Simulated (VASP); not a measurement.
TiCo, 4 atoms in the cell. It takes space group Pm-3m (No. 221, cubic). The conventional cell has a = 2.986 Å, b = 2.986 Å, c = 2.986 Å, α = 90.00°, β = 90.00°, γ = 90.00°. Within 3.4 Å of Ti (site symmetry m-3m) lie 8 Co at 2.59 Å and 6 Ti at 2.99 Å. Co (site symmetry m-3m) has 8 Ti at 2.59 Å and 6 Co at 2.99 Å within 3.4 Å. 

```yaml
Program: VASP 6.6.1
Task: single point
Functional: PBE
Potentials_or_basis: VASP PAW PBE potentials, release 64 (Ti_sv, Co)
Cutoff: 520 eV
k_mesh: 12 × 12 × 12
Occupations: fermi-dirac, width 0.03 eV
Spin: collinear spin, antiferromagnetic start
Starting_moments: "[0.0, 0.0, 1.0, -1.0] μB"
Dipole_correction: no
Further_INCAR_settings: ALGO = Normal; EDIFF = 1e-06; NBANDS = 33
```

Potentials or basis: VASP PAW PBE potentials, release 64 (Ti_sv, Co).

Command:

```sh
$ cat potpaw_PBE.64/Ti_sv/POTCAR potpaw_PBE.64/Co/POTCAR > POTCAR
$ mpirun -np 1 vasp_std > vasp.out
```

Hardware: 1 thread of Oxide Virtual Turin-like Processor, with other jobs on the host.

Task: How long does it take, and how much memory?

Result: Wall time 7.7 min on 1 thread of Oxide Virtual Turin-like Processor (shared host), peak memory 0.3 GiB. Counts: scf iterations 18, k points 72.
